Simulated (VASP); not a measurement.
# Sb (Fm-3m) in VASP: a series of runs, part 2 of 2

VASP 6.6.1. Earlier steps stand in the parts before.

### 3 Single point, PBE

This run uses another cell than the first one, of 26.67 Å³/atom, 0.943 times its volume.

INCAR

```
PREC = Accurate ; ENCUT = 520
EDIFF = 1E-6 ; ISMEAR = -1
SIGMA = 0.04 ; LREAL = False
LASPH = True ; NELM = 60
ALGO = Normal ; ISIF = 2
LWAVE = False ; LCHARG = True
GGA = PE ; LELF = True
LVHAR = True ; NBANDS = 8
```

KPOINTS

```
regular mesh
0
Gamma
  6 6 6
```

POSCAR

```
Sb
1.0
    0.0000000000      2.3712425216      2.3712425216
    2.3712425216      0.0000000000      2.3712425216
    2.3712425216      2.3712425216      0.0000000000
Sb
1
Direct
    0.0000000000      0.0000000000      0.0000000000
```

Potentials or basis: VASP PAW PBE potentials, release 64 (Sb).

The run is started by

```bash
> cat potpaw_PBE.64/Sb/POTCAR > POTCAR
> mpirun -np 1 vasp_std > vasp.out
```

OUTCAR:

```text
PREC = Accurate
   ENCUT = 520
   EDIFF = 1E-6
   ISMEAR = -1
   LREAL = False
   LASPH = True
   NELM = 60
   ISIF = 2
   GGA = PE

 ion  position               nearest neighbor table
   1  0.000  0.000  0.000-

  LATTYP: Found a face centered cubic cell.
 ALAT       =     4.7424850432

  Lattice vectors:

 A1 = (   0.0000000000,   2.3712425216,   2.3712425216)
 A2 = (   2.3712425216,   0.0000000000,   2.3712425216)
 A3 = (   2.3712425216,   2.3712425216,   0.0000000000)

Analysis of symmetry for initial positions (statically):
=====================================================================
 Subroutine PRICEL returns:
 Original cell was already a primitive cell.

 Routine SETGRP: Setting up the symmetry group for a
 face centered cubic supercell.

 Subroutine GETGRP returns: Found 48 space group operations
[... 9 lines left out ...]

 Routine SETGRP: Setting up the symmetry group for a
 face centered cubic supercell.

 Subroutine GETGRP returns: Found 48 space group operations
[... 11 lines left out ...]
                                     Primitive cell

  volume of cell :      26.6660

  direct lattice vectors                    reciprocal lattice vectors
     0.000000000  2.371242522  2.371242522    -0.210859916  0.210859916  0.210859916
     2.371242522  0.000000000  2.371242522     0.210859916 -0.210859916  0.210859916
     2.371242522  2.371242522  0.000000000     0.210859916  0.210859916 -0.210859916

  length of vectors
     3.353443334  3.353443334  3.353443334     0.365220089  0.365220089  0.365220089

  position of ions in fractional coordinates (direct lattice)
     0.000000000  0.000000000  0.000000000

  ion indices of the primitive-cell ions
   primitive index   ion index
                 1           1

----------------------------------------------------------------------------------------

 KPOINTS: regular mesh

Automatic generation of k-mesh.
 Grid dimensions read from file:
 generate k-points for:    6    6    6

 Generating k-lattice:

  Cartesian coordinates                     Fractional coordinates (reciprocal lattice)
    -0.035143319  0.035143319  0.035143319     0.166666667  0.000000000  0.000000000
     0.035143319 -0.035143319  0.035143319     0.000000000  0.166666667  0.000000000
     0.035143319  0.035143319 -0.035143319     0.000000000  0.000000000  0.166666667

  Length of vectors
     0.060870015  0.060870015  0.060870015

  Shift w.r.t. Gamma in fractional coordinates (k-lattice)
     0.000000000  0.000000000  0.000000000

 Subroutine IBZKPT returns following result:
 ===========================================

 Found     16 irreducible k-points:

 Following reciprocal coordinates:
            Coordinates               Weight
  0.000000  0.000000  0.000000      1.000000
  0.166667  0.000000  0.000000      8.000000
  0.333333  0.000000  0.000000      8.000000
  0.500000  0.000000  0.000000      4.000000
  0.166667  0.166667  0.000000      6.000000
  0.333333  0.166667  0.000000     24.000000
[... 8 lines left out ...]
 -0.333333  0.333333  0.166667     24.000000
 -0.333333  0.500000  0.166667     12.000000
   k-points           NKPTS =     16   k-points in BZ     NKDIM =     16   number of bands    NBANDS=      8
   number of dos      NEDOS =    301   number of ions     NIONS =      1
   total plane-waves  NPLWV =  21952
   dimension x,y,z NGX =    28 NGY =   28 NGZ =   28
   dimension x,y,z NGXF=    56 NGYF=   56 NGZF=   56
   ions per type =               1
   NGX,Y,Z   is equivalent  to a cutoff of  13.88, 13.88, 13.88 a.u.
   NGXF,Y,Z  is equivalent  to a cutoff of  27.76, 27.76, 27.76 a.u.
 SYSTEM =  unknown system
   PREC   = accura    normal or accurate (medium, high low for compatibility)
   ISTART =      0    job   : 0-new  1-cont  2-samecut
   ICHARG =      2    charge: 1-file 2-atom 10-const
   ISPIN  =      1    spin polarized calculation?
   LNONCOLLINEAR =      F non collinear calculations
   LSORBIT =      F    spin-orbit coupling
   LASPH  =      T    aspherical Exc in radial PAW
   ENCUT  =  520.0 eV  38.22 Ry    6.18 a.u.   6.24  6.24  6.24*2*pi/ulx,y,z
   NELM   =     60;   NELMIN=  2; NELMDL= -5     # of ELM steps
   EDIFF  = 0.1E-05   stopping-criterion for ELM
   LREAL  =      F    real-space projection
   EDIFFG = 0.1E-04   stopping-criterion for IOM
   NSW    =      0    number of steps for IOM
   IBRION =     -1    ionic relax: 0-MD 1-quasi-New 2-CG
   NFREE  =      0    steps in history (QN), initial steepest desc. (CG)
   ISIF   =      2    stress and relaxation
   ISYM   =      2    0-nonsym 1-usesym 2-fastsym
   POTIM  = 0.5000    time-step for ionic-motion
   TEBEG  =    0.0;   TEEND  =   0.0 temperature during run
   PSTRESS=    0.0 pullay stress
   NELECT =       5.0000    total number of electrons
   NUPDOWN=      -1.0000    fix difference up-down
   EMIN   =  10.00;   EMAX   =-10.00  energy-range for DOS
   EFERMI =   0.00;   METHOD = LEGACY
   ISMEAR =    -1;   SIGMA  =   0.04  broadening in eV -4-tet -1-fermi 0-gaus
   EFERMI_NEDOS =   21; number of points for ismear=-14 and -15
   IALGO  =     38    algorithm
   IMIX   =      4    mixing-type and parameters
     AMIX     =   0.40;   BMIX     =  1.00
     AMIX_MAG =   1.60;   BMIX_MAG =  1.00
  volume/ion in A,a.u.               =      26.67       179.95
  Fermi-wavevector in a.u.,A,eV,Ry     =   0.937013  1.770697 11.945820  0.877993
  Thomas-Fermi vector in A             =   2.064081
   LORBIT       =      0    0 simple, 1 ext, 2 COOP (PROOUT), +10 PAW based schemes
   GGA     = PE    functional components
   LHFCALC =     F    Hartree Fock is set to
   AEXX    =    0.0000 exact exchange contribution
   IVDW    =     0    specifies the selected vdW correction
   LEPSILON=     F    determine dielectric tensor
   LRPA    =     F    only Hartree local field effects (RPA)
 non-spin polarized calculation
  energy-cutoff  :      520.00
  volume of cell :       26.67
 maximum number of plane-waves:       745
 NGX is ok and might be reduce to    28
   NGX = 13   NGY = 13   NGZ = 13

 number of electron       5.0000000 magnetization

 Free energy of the ion-electron system (eV)
  ---------------------------------------------------
  ext. energy  EPLUGINS =         0.00000000
  ---------------------------------------------------
  free energy    TOTEN  =        -3.85532564 eV

  energy without entropy =       -3.84534410  energy(sigma->0) =       -3.85033487

 E-fermi :   8.8713     XC(G=0): -10.2788

 val. band max:        8.5826296784   @ k =  -0.1667   0.1667   0.0000
 cond. band min:       8.8743487386   @ k =  -0.3333   0.3333   0.1667
 fundamental gap:      0.2917190603
 Fermi energy:         8.8713049624

 k-point     1 :       0.0000    0.0000    0.0000
  band No.  band energies     occupation
      1      -4.3522      2.00000
      2      14.0420      0.00000
      3      14.0420      0.00000
      4      14.0420      0.00000
      5      18.6357      0.00000
      6      18.6357      0.00000
      7      18.6357      0.00000
      8      18.8907      0.00000

 k-point     2 :       0.1667    0.0000    0.0000
  band No.  band energies     occupation
      1      -3.7994      2.00000
      2      10.3476      0.00000
      3      13.4446      0.00000
      4      13.4446      0.00000
      5      17.2040      0.00000
      6      19.4350      0.00000
      7      19.4350      0.00000
      8      21.1481      0.00000

 k-point     3 :       0.3333    0.0000    0.0000
  band No.  band energies     occupation
      1      -2.2017      2.00000
      2       5.5562      2.00000
      3      12.6376      0.00000
      4      12.6376      0.00000
      5      16.8020      0.00000
      6      18.3813      0.00000
      7      18.3813      0.00000
      8      19.2918      0.00000
[... 122 lines left out ...]
 k-point    15 :      -0.3333    0.3333    0.1667
  band No.  band energies     occupation
      1       0.6482      2.00000
      2       4.2548      2.00000
      3       6.9233      2.00000
      4       8.8743      0.96197
      5      16.7644      0.00000
      6      18.4874      0.00000
      7      21.2331      0.00000
      8      21.9228      0.00000

 k-point    16 :      -0.3333    0.5000    0.1667
  band No.  band energies     occupation
      1       1.2829      2.00000
      2       4.4792      2.00000
      3       6.7471      2.00000
      4       7.4799      2.00000
      5      16.1510      0.00000
      6      16.6869      0.00000
      7      22.2676      0.00000
      8      22.5522      0.00000

------------------------ aborting loop because EDIFF is reached ----------------------------------------

  FORCE on cell =-STRESS in cart. coord.  units (eV):
  Direction    XX          YY          ZZ          XY          YZ          ZX
  --------------------------------------------------------------------------------------
  -------------------------------------------------------------------------------------
  Total        0.2874673      0.2874673      0.2874673      0.0000000     -0.0000000     -0.0000000
  in kB       17.2719419     17.2719419     17.2719419      0.0000000     -0.0000000     -0.0000000
  external PRESSURE =      17.2719419 kB  Pullay stress =       0.0000000 kB

 VOLUME and BASIS-vectors are now :
 -----------------------------------------------------------------------------
  energy-cutoff  :      520.00
  volume of cell :       26.67
      direct lattice vectors                 reciprocal lattice vectors
     0.000000000  2.371242522  2.371242522    -0.210859916  0.210859916  0.210859916
     2.371242522  0.000000000  2.371242522     0.210859916 -0.210859916  0.210859916
     2.371242522  2.371242522  0.000000000     0.210859916  0.210859916 -0.210859916

 POSITION                                       TOTAL-FORCE (eV/Angst)
 -----------------------------------------------------------------------------------
      0.00000      0.00000      0.00000         0.000000      0.000000     -0.000000
 -----------------------------------------------------------------------------------
    total drift:                                0.000000      0.000000      0.000000

  FREE ENERGIE OF THE ION-ELECTRON SYSTEM (eV)
  ---------------------------------------------------
  free  energy   TOTEN  =        -3.8553256441 eV

  energy  without entropy=       -3.8453441040  energy(sigma->0) =       -3.85033487
```

OSZICAR:

```text
N       E                     dE             d eps       ncg     rms          rms(c)
DAV:   1     0.458055133340E+01    0.45806E+01   -0.16827E+03   264   0.413E+02
DAV:   2    -0.375330336407E+01   -0.83339E+01   -0.79852E+01   376   0.513E+01
DAV:   3    -0.385997121956E+01   -0.10667E+00   -0.10654E+00   296   0.625E+00
DAV:   4    -0.386042472301E+01   -0.45350E-03   -0.45350E-03   392   0.446E-01
DAV:   5    -0.386042501756E+01   -0.29455E-06   -0.29605E-06   320   0.958E-03    0.173E+00
DAV:   6    -0.385709022576E+01    0.33348E-02   -0.19084E-03   304   0.229E-01    0.982E-01
DAV:   7    -0.385531451524E+01    0.17757E-02   -0.39772E-03   280   0.332E-01    0.507E-02
DAV:   8    -0.385532543037E+01   -0.10915E-04   -0.50074E-05   368   0.556E-02    0.707E-03
DAV:   9    -0.385532564412E+01   -0.21375E-06   -0.71986E-07   296   0.678E-03
   1 F= -.38553256E+01 E0= -.38503349E+01  d E =-.998154E-02
```

It took 3.3 s on 1 thread of Intel Xeon 6975P-C, shared host; peak memory 0.15 GiB.

What came out:

```yaml
Free_energy: -3.8553 eV
Pressure: 1.7 GPa
```

Caveat: the k points lie up to 0.38 Å⁻¹ apart; spin-orbit coupling is left out, which moves the levels of the heavy elements.

### 4 Single point, PBE

This run uses another cell than the first one, of 26.67 Å³/atom, 0.943 times its volume.

INCAR

```
ALGO = Normal ; EDIFF = 1E-7
ENCUT = 520 ; GGA = PE
ISIF = 2 ; ISMEAR = 0
LASPH = True ; LCHARG = False
LREAL = False ; LWAVE = False
NBANDS = 8 ; NELM = 60
PREC = Accurate ; SIGMA = 0.1
```

KPOINTS

```
k-points
0
Gamma
  10 10 10
```

POSCAR is that of step 3.

The run is started by

```bash
> cat potpaw_PBE.64/Sb/POTCAR > POTCAR
> mpirun -np 1 vasp_std > vasp.out
```

Run time: 7.1 s. Hardware: 1 thread of Intel Xeon 6975P-C, shared host; peak memory 0.16 GiB.

Results (log left out):

| Item | Value |
| --- | --- |
| Free energy | -3.8183 eV |
| Pressure | 1.7 GPa |

Levels at points of the mesh, in eV from the Fermi level:
```csv
k point,band 1,band 2,band 3,band 4,band 5,band 6
"(0.00, 0.00, 0.00)",-12.97,5.42,5.42,5.42,10.01,10.01
"(0.50, 0.00, 0.00)",-9.17,-5.85,3.71,3.71,8.26,9.15
"(0.50, 0.50, 0.00)",-7.51,-4.94,0.41,0.41,4.18,4.63
```

Caveat: spin-orbit coupling is left out, which moves the levels of the heavy elements.

### 5 Single point, PBE

This run uses another cell than the first one, of 26.67 Å³/atom, 0.943 times its volume.

INCAR

```
SYSTEM = Sb
ALGO     = Normal         ! electronic algorithm
EDIFF    = 1E-7           ! SCF threshold, eV
ENCUT    = 520            ! plane-wave cutoff, eV
GGA      = PE             ! functional
ISIF     = 2              ! what is computed and relaxed
ISMEAR   = 0              ! smearing method
LASPH    = .True.         ! aspherical terms in the spheres
LCHARG   = .False.        ! write CHGCAR
LREAL    = .False.        ! projectors in reciprocal space
LWAVE    = .False.        ! write WAVECAR
NBANDS   = 8              ! bands
NELM     = 60             ! most SCF steps
PREC     = Accurate       ! precision mode
SIGMA    = 0.05           ! smearing width, eV
```

KPOINTS

```
k-points
0
Gamma
  10 10 10
  0 0 0
```

POSCAR is that of step 4.

The run is started by

```bash
> cat potpaw_PBE.64/Sb/POTCAR > POTCAR
> mpirun -np 1 vasp_std > vasp.out
```

It took 7.2 s on 1 thread of Intel Xeon 6975P-C, shared host; peak memory 0.15 GiB.

It converged, with:

```yaml
Free_energy: -3.8165 eV
Pressure: 1.8 GPa
```

Levels at points of the mesh, in eV from the Fermi level:
| k point | band 1 | band 2 | band 3 | band 4 | band 5 |
| --- | --- | --- | --- | --- | --- |
| (0.00, 0.00, 0.00) | -12.96 | 5.44 | 5.44 | 5.44 | 10.03 |
| (0.50, 0.00, 0.00) | -9.15 | -5.84 | 3.72 | 3.72 | 8.28 |
| (0.50, 0.50, 0.00) | -7.50 | -4.93 | 0.42 | 0.42 | 4.20 |

Caveat: spin-orbit coupling is left out, which moves the levels of the heavy elements.

### 6 The runs side by side

| level | potentials or basis | cell | k mesh | smearing | gap on the mesh (eV) | pressure (GPa) |
| --- | --- | --- | --- | --- | --- | --- |
| LDA | VASP PAW LDA potentials, release 64 (Sb) | a = 3.419 Å, angles 60.0°, 1 atom | 10 × 10 × 10 | fermi-dirac 0.05 eV | none | -5.4 |
| PBE | VASP PAW PBE potentials, release 64 (Sb) | a = 3.353 Å, angles 60.0°, 1 atom | 6 × 6 × 6 | fermi-dirac 0.04 eV | none | 1.7 |
| PBE | VASP PAW PBE potentials, release 64 (Sb) | a = 3.353 Å, angles 60.0°, 1 atom | 10 × 10 × 10 | gaussian 0.1 eV | none | 1.7 |
| PBE | VASP PAW PBE potentials, release 64 (Sb) | a = 3.353 Å, angles 60.0°, 1 atom | 10 × 10 × 10 | gaussian 0.05 eV | none | 1.8 |

Alike in all rows: task single point; no spin polarisation; cutoff (eV) 520.

Caveats: some runs use coarse meshes; spin-orbit coupling is left out, which moves the levels of the heavy elements.

Absolute energies hang on the potentials; compare differences alone.
